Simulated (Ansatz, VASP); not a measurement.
## One calculation of Yb, two programs

```xyz
1
Lattice="0.0000 2.6437 2.4472 2.6437 0.0000 2.4472 2.6437 2.6437 0.0000" Properties=species:S:1:pos:R:3 pbc="T T T"
Yb    0.0000    0.0000    0.0000
```

Alike in both runs: task single point; functional PBE; k mesh 16 × 16 × 16; occupations gaussian, width 0.15 eV; no spin polarisation.

|  | VASP | Ansatz |
| --- | --- | --- |
| version | VASP 6.6.1 | Ansatz 0.2.0 |
| potentials or method | VASP PAW PBE potentials, release 64 (Yb), cutoff 520 eV | scalar-relativistic, plane waves, PAW |
| valence electrons in the cell | 24 | 24 |

|  | VASP | Ansatz | Ansatz less VASP |
| --- | --- | --- | --- |
| gap on the k mesh at the Fermi level (eV) | none | none | - |
| pressure (GPa) | 0.5 | 0.7 | +0.22 |

A gap of «none» marks a metal or a gap that the smearing closes.

Neither program's run includes spin-orbit coupling.
